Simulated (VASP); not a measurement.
# BaC2 (I4/mmm) in VASP: further runs

BaC2 is run at these levels: LDA; tasks: single point.

All numbers are computed with VASP 6.6.1; they aren't measurements. Logs are shortened: lines on timing, memory, paths and dates and some standing lists are left out, and cuts for length are marked.

## 1. The cell of the first run

Symmetry: I4/mmm, No. 139, tetragonal system. The conventional cell has a = 4.147 Å, b = 4.147 Å, c = 8.208 Å, α = 90.00°, β = 90.00°, γ = 90.00°. Within 4.0 Å of Ba (site symmetry 4/mmm) lie 10 C at 3.02 to 3.39 Å. Within 1.9 Å of C (site symmetry 4mm) lie 1 C at 1.43 Å.

## 2. Single point, LDA

Input file INCAR:

```
ALGO = Normal
EDIFF = 1E-7
ENCUT = 520
ISIF = 2
ISMEAR = 0
LASPH = True
LCHARG = False
LREAL = False
LWAVE = False
NBANDS = 16
NELM = 100
PREC = Accurate
SIGMA = 0.05
```

Input file KPOINTS:

```
k-points
0
Gamma
  10 10 10
```

Input file POSCAR:

```
BaC2
1.0
   -2.0735926514      2.0735926514      4.1042266317
    2.0735926514     -2.0735926514      4.1042266317
    2.0735926514      2.0735926514     -4.1042266317
Ba C
1 2
Direct
    0.0000000000      0.0000000000      0.0000000000
    0.5870080000      0.5870080000      0.0000000000
    0.4129920000      0.4129920000      0.0000000000
```

Potentials or basis: VASP PAW LDA potentials, release 64 (Ba_sv, C).

Command:

```
$ cat potpaw_LDA.64/Ba_sv/POTCAR potpaw_LDA.64/C/POTCAR > POTCAR
$ mpirun -np 1 vasp_std > vasp.out
```

OUTCAR:

```text
EDIFF = 1E-7
   ENCUT = 520
   ISIF = 2
   ISMEAR = 0
   LASPH = True
   LREAL = False
   NELM = 100
   PREC = Accurate

 ion  position               nearest neighbor table
   1  0.000  0.000  0.000-   2 3.02   2 3.02   2 3.02   3 3.02   2 3.02   3 3.02   3 3.02   3 3.02
                             2 3.39   3 3.39
   2  0.587  0.587  0.000-   3 1.43   1 3.02   1 3.02   1 3.02   1 3.02   1 3.39
   3  0.413  0.413  0.000-   2 1.43   1 3.02   1 3.02   1 3.02   1 3.02   1 3.39

  LATTYP: Found a body centered tetragonal cell.
 ALAT       =     4.1471853028
 C/A-ratio  =     1.9792829749

  Lattice vectors:

 A1 = (  -2.0735926514,   2.0735926514,   4.1042266317)
 A2 = (   2.0735926514,  -2.0735926514,   4.1042266317)
 A3 = (   2.0735926514,   2.0735926514,  -4.1042266317)

Analysis of symmetry for initial positions (statically):
=====================================================================
 Subroutine PRICEL returns:
 Original cell was already a primitive cell.

 Routine SETGRP: Setting up the symmetry group for a
 body centered tetragonal supercell.

 Subroutine GETGRP returns: Found 16 space group operations
 (whereof 16 operations were pure point group operations)
 out of a pool of 16 trial point group operations.

The static configuration has the point symmetry D_4h.

Analysis of symmetry for dynamics (positions and initial velocities):
=====================================================================
 Subroutine PRICEL returns:
 Original cell was already a primitive cell.

 Routine SETGRP: Setting up the symmetry group for a
 body centered tetragonal supercell.

 Subroutine GETGRP returns: Found 16 space group operations
 (whereof 16 operations were pure point group operations)
 out of a pool of 16 trial point group operations.

The dynamic configuration has the point symmetry D_4h.

 Subroutine INISYM returns: Found 16 space group operations
 (whereof 16 operations are pure point group operations),
 and found     1 'primitive' translations

----------------------------------------------------------------------------------------

                                     Primitive cell

  volume of cell :      70.5892

  direct lattice vectors                    reciprocal lattice vectors
    -2.073592651  2.073592651  4.104226632     0.000000000  0.241127398  0.121825631
     2.073592651 -2.073592651  4.104226632     0.241127398  0.000000000  0.121825631
     2.073592651  2.073592651 -4.104226632     0.241127398  0.241127398  0.000000000

  length of vectors
     5.044229298  5.044229298  5.044229298     0.270155337  0.270155337  0.341005636

  position of ions in fractional coordinates (direct lattice)
     0.000000000  0.000000000  0.000000000
     0.587008000  0.587008000  0.000000000
     0.412992000  0.412992000  0.000000000

  ion indices of the primitive-cell ions
   primitive index   ion index
                 1           1
                 2           2
                 3           3

----------------------------------------------------------------------------------------

 KPOINTS: k-points

Automatic generation of k-mesh.
 Grid dimensions read from file:
 generate k-points for:   10   10   10

 Generating k-lattice:

  Cartesian coordinates                     Fractional coordinates (reciprocal lattice)
     0.000000000  0.024112740  0.012182563     0.100000000  0.000000000  0.000000000
     0.024112740  0.000000000  0.012182563     0.000000000  0.100000000  0.000000000
     0.024112740  0.024112740  0.000000000     0.000000000  0.000000000  0.100000000

  Length of vectors
     0.027015534  0.027015534  0.034100564

  Shift w.r.t. Gamma in fractional coordinates (k-lattice)
     0.000000000  0.000000000  0.000000000

 Subroutine IBZKPT returns following result:
 ===========================================

 Found    102 irreducible k-points:

 Following reciprocal coordinates:
            Coordinates               Weight
  0.000000  0.000000  0.000000      1.000000
  0.100000  0.000000 -0.000000      8.000000
  0.200000  0.000000 -0.000000      8.000000
  0.300000 -0.000000  0.000000      8.000000
  0.400000 -0.000000  0.000000      8.000000
  0.500000  0.000000 -0.000000      4.000000
[... 16 lines left out ...]
  0.300000  0.300000  0.000000      8.000000
  0.400000  0.300000 -0.000000     16.000000
 [... further k-points ...]
   k-points           NKPTS =    102   k-points in BZ     NKDIM =    102   number of bands    NBANDS=     16
   number of dos      NEDOS =    301   number of ions     NIONS =      3
   total plane-waves  NPLWV =  64000
   dimension x,y,z NGX =    40 NGY =   40 NGZ =   40
   dimension x,y,z NGXF=    80 NGYF=   80 NGZF=   80
   ions per type =               1   2
   NGX,Y,Z   is equivalent  to a cutoff of  13.18, 13.18, 13.18 a.u.
   NGXF,Y,Z  is equivalent  to a cutoff of  26.37, 26.37, 26.37 a.u.
 SYSTEM =  unknown system
   PREC   = accura    normal or accurate (medium, high low for compatibility)
   ISTART =      0    job   : 0-new  1-cont  2-samecut
   ICHARG =      2    charge: 1-file 2-atom 10-const
   ISPIN  =      1    spin polarized calculation?
   LNONCOLLINEAR =      F non collinear calculations
   LSORBIT =      F    spin-orbit coupling
   LASPH  =      T    aspherical Exc in radial PAW
   ENCUT  =  520.0 eV  38.22 Ry    6.18 a.u.   9.38  9.38  9.38*2*pi/ulx,y,z
   NELM   =    100;   NELMIN=  2; NELMDL= -5     # of ELM steps
   EDIFF  = 0.1E-06   stopping-criterion for ELM
   LREAL  =      F    real-space projection
   EDIFFG = 0.1E-05   stopping-criterion for IOM
   NSW    =      0    number of steps for IOM
   IBRION =     -1    ionic relax: 0-MD 1-quasi-New 2-CG
   NFREE  =      0    steps in history (QN), initial steepest desc. (CG)
   ISIF   =      2    stress and relaxation
   ISYM   =      2    0-nonsym 1-usesym 2-fastsym
   POTIM  = 0.5000    time-step for ionic-motion
   TEBEG  =    0.0;   TEEND  =   0.0 temperature during run
   PSTRESS=    0.0 pullay stress
   NELECT =      18.0000    total number of electrons
   NUPDOWN=      -1.0000    fix difference up-down
   EMIN   =  10.00;   EMAX   =-10.00  energy-range for DOS
   EFERMI =   0.00;   METHOD = LEGACY
   ISMEAR =     0;   SIGMA  =   0.05  broadening in eV -4-tet -1-fermi 0-gaus
   EFERMI_NEDOS =   21; number of points for ismear=-14 and -15
   IALGO  =     38    algorithm
   IMIX   =      4    mixing-type and parameters
     AMIX     =   0.40;   BMIX     =  1.00
     AMIX_MAG =   1.60;   BMIX_MAG =  1.00
  volume/ion in A,a.u.               =      23.53       158.79
  Fermi-wavevector in a.u.,A,eV,Ry     =   1.038133  1.961787 14.663268  1.077720
  Thomas-Fermi vector in A             =   2.172603
   LORBIT       =      0    0 simple, 1 ext, 2 COOP (PROOUT), +10 PAW based schemes
   GGA     = CA    functional components
   LHFCALC =     F    Hartree Fock is set to
   AEXX    =    0.0000 exact exchange contribution
   IVDW    =     0    specifies the selected vdW correction
   LEPSILON=     F    determine dielectric tensor
   LRPA    =     F    only Hartree local field effects (RPA)
 non-spin polarized calculation
 Gauss-broadening in eV      SIGMA  =   0.05
  energy-cutoff  :      520.00
  volume of cell :       70.59
 maximum number of plane-waves:      1917
 NGX is ok and might be reduce to    40

 number of electron      18.0000000 magnetization

 Free energy of the ion-electron system (eV)
  ---------------------------------------------------
  ext. energy  EPLUGINS =         0.00000000
  ---------------------------------------------------
  free energy    TOTEN  =       -20.64255158 eV

  energy without entropy =      -20.64255158  energy(sigma->0) =      -20.64255158

 E-fermi :   0.5578     XC(G=0):  -8.9022

 val. band max:        0.3395416821   @ k =   0.5000   0.5000   0.5000
 cond. band min:       1.2308954107   @ k =   0.5000   0.5000  -0.0000
 fundamental gap:      0.8913537285
 Fermi energy:         0.5577585468

 k-point     1 :       0.0000    0.0000    0.0000
  band No.  band energies     occupation
      1     -25.8210      2.00000
      2     -11.1647      2.00000
      3     -10.9694      2.00000
      4     -10.8832      2.00000
      5     -10.8832      2.00000
      6      -3.0334      2.00000
[... 8 lines left out ...]
     15       6.9592      0.00000
     16       8.9424      0.00000

 k-point     2 :       0.1000    0.0000   -0.0000
  band No.  band energies     occupation
      1     -25.8161      2.00000
      2     -11.5145      2.00000
      3     -10.9727      2.00000
      4     -10.8735      2.00000
      5     -10.5353      2.00000
      6      -3.1189      2.00000
[... 8 lines left out ...]
     15       6.9609      0.00000
     16       8.5584      0.00000

 k-point     3 :       0.2000    0.0000   -0.0000
  band No.  band energies     occupation
      1     -25.8034      2.00000
      2     -11.9311      2.00000
      3     -10.9832      2.00000
      4     -10.8478      2.00000
      5     -10.1196      2.00000
      6      -3.3133      2.00000
[... 8 lines left out ...]
     15       7.5444      0.00000
     16       7.8910      0.00000

 k-point     4 :       0.3000   -0.0000    0.0000
  band No.  band energies     occupation
      1     -25.7875      2.00000
      2     -12.2685      2.00000
      3     -10.9958      2.00000
      4     -10.8155      2.00000
      5      -9.7793      2.00000
      6      -3.5207      2.00000
[... 8 lines left out ...]
     15       7.6333      0.00000
     16       7.9272      0.00000
[... 324 lines left out ...]
 k-point    22 :      -0.2000    0.2000    0.0000
  band No.  band energies     occupation
      1     -25.7887      2.00000
      2     -12.0230      2.00000
      3     -11.0606      2.00000
      4     -10.9585      2.00000
      5      -9.9204      2.00000
      6      -3.2202      2.00000
[... 8 lines left out ...]
     15       6.9883      0.00000
     16       8.7932      0.00000

 k-point    23 :       0.3000    0.3000    0.0000
  band No.  band energies     occupation
      1     -25.7575      2.00000
      2     -12.0859      2.00000
      3     -11.2535      2.00000
      4     -11.0098      2.00000
      5     -10.0113      2.00000
      6      -3.5560      2.00000
[... 8 lines left out ...]
     15       7.3759      0.00000
     16       8.6287      0.00000

 k-point    24 :       0.4000    0.3000   -0.0000
  band No.  band energies     occupation
      1     -25.7471      2.00000
      2     -12.0656      2.00000
      3     -11.2612      2.00000
      4     -10.9962      2.00000
      5     -10.2032      2.00000
      6      -3.4841      2.00000
[... 8 lines left out ...]
     15       7.9544      0.00000
     16       8.4627      0.00000

 [... further k-points ...]

------------------------ aborting loop because EDIFF is reached ----------------------------------------

  FORCE on cell =-STRESS in cart. coord.  units (eV):
  Direction    XX          YY          ZZ          XY          YZ          ZX
  --------------------------------------------------------------------------------------
  -------------------------------------------------------------------------------------
  Total        1.2370294      1.2370294    -14.4645405      0.0000000     -0.0000000      0.0000000
  in kB       28.0771094     28.0771094   -328.3046310      0.0000000     -0.0000000      0.0000000
  external PRESSURE =     -90.7168041 kB  Pullay stress =       0.0000000 kB

 VOLUME and BASIS-vectors are now :
 -----------------------------------------------------------------------------
  energy-cutoff  :      520.00
  volume of cell :       70.59
      direct lattice vectors                 reciprocal lattice vectors
    -2.073592651  2.073592651  4.104226632     0.000000000  0.241127398  0.121825631
     2.073592651 -2.073592651  4.104226632     0.241127398  0.000000000  0.121825631
     2.073592651  2.073592651 -4.104226632     0.241127398  0.241127398  0.000000000

 POSITION                                       TOTAL-FORCE (eV/Angst)
 -----------------------------------------------------------------------------------
      0.00000      0.00000      0.00000        -0.000000     -0.000000     -0.000000
      0.00000      0.00000      4.81843         0.000000      0.000000     -7.648815
      0.00000      0.00000      3.39003        -0.000000     -0.000000      7.648815
 -----------------------------------------------------------------------------------
    total drift:                               -0.000000     -0.000000      0.000000

  FREE ENERGIE OF THE ION-ELECTRON SYSTEM (eV)
  ---------------------------------------------------
  free  energy   TOTEN  =       -20.6425515776 eV

  energy  without entropy=      -20.6425515776  energy(sigma->0) =      -20.64255158
```

Run time: 1.9 min. Hardware: 1 thread of Intel Xeon Platinum 8259CL at 2.50GHz (Skylake/Cascade Lake), shared host; peak memory 0.27 GiB.

Results:

- Free energy: -20.6426 eV
- Pressure: -9.1 GPa
- Largest force: 7.649 eV/Å
- Band gap on the k mesh: 0.89 eV, indirect (least direct gap 1.42 eV)

Forces in eV/Å, atoms in the order of the input:
```
Ba   0.000  0.000  0.000
C    0.000  0.000 -7.649
C    0.000  0.000  7.649
```

Caveat: spin-orbit coupling is left out, which moves the levels of the heavy elements; forces of over 1 eV/Å act on the atoms, so gaps and moduli don't describe the material at rest.

## 3. Single point, LDA

This run uses another cell than the first one, of the same volume but with other edges.

Input file INCAR:

```
SYSTEM = BaC2
  PREC = Accurate
  ENCUT = 520
  EDIFF = 1E-6
  ISMEAR = 0
  SIGMA = 0.05
  LREAL = .FALSE.
  LASPH = .TRUE.
  NELM = 100
  ALGO = Normal
  ISIF = 2
  LWAVE = .FALSE.
  LCHARG = .FALSE.
  NBANDS = 16
```

Input file KPOINTS:

```
Automatic mesh
0
G
  10 10 10
  0 0 0
```

Input file POSCAR:

```
BaC2
1.0
   -2.3261848265      2.3261848265      3.2612927666
    2.3261848265     -2.3261848265      3.2612927666
    2.3261848265      2.3261848265     -3.2612927666
Ba C
1 2
Direct
    0.0000000000      0.0000000000      0.0000000000
    0.5870080000      0.5870080000      0.0000000000
    0.4129920000      0.4129920000      0.0000000000
```

Potentials or basis: VASP PAW LDA potentials, release 64 (Ba_sv, C).

Command:

```
$ cat potpaw_LDA.64/Ba_sv/POTCAR potpaw_LDA.64/C/POTCAR > POTCAR
$ mpirun -np 1 vasp_std > vasp.out
```

It took 80 s on 1 thread of Intel Xeon Platinum 8259CL at 2.50GHz (Skylake/Cascade Lake), shared host; peak memory 0.25 GiB.

Results (log left out):

```yaml
Free_energy: -20.5984 eV
Pressure: 12.4 GPa
Largest_force: 12.884 eV/Å
Band_gap_on_the_k_mesh: 1.24 eV, indirect (least direct gap 2.39 eV)
```

Forces in eV/Å, atoms in the order of the input:
```
Ba    0.000   0.000   0.000
C     0.000   0.000  12.884
C     0.000   0.000 -12.884
```

Stress tensor (GPa, compression positive):
```
-5.68  0.00  0.00
 0.00 -5.68  0.00
 0.00  0.00 48.59
```

Levels at points of the mesh, in eV from the valence-band top:
```
           k point  band 5  band 6  band 7  band 8  band 9  band 10  band 11  band 12  band 13  band 14
(0.00, 0.00, 0.00)  -11.37   -2.19   -1.85   -1.74   -1.74     2.68     2.68     3.39     3.86     4.88
(0.50, 0.00, 0.00)  -11.18   -3.48   -2.53   -2.32    0.00     4.36     4.73     5.61     5.73     5.98
(0.50, 0.50, 0.00)  -11.54   -2.09   -1.93   -1.80   -1.48     1.24     5.30     6.79     6.90     6.93
(0.50, 0.50, 0.50)  -11.57   -2.15   -1.87   -1.87   -1.16     2.10     5.44     6.07     6.38     6.38
```

Caveat: spin-orbit coupling is left out, which moves the levels of the heavy elements; forces of over 1 eV/Å act on the atoms, so gaps and moduli don't describe the material at rest. A k mesh can miss the band edges.

(Continued in part 2 of 2.)
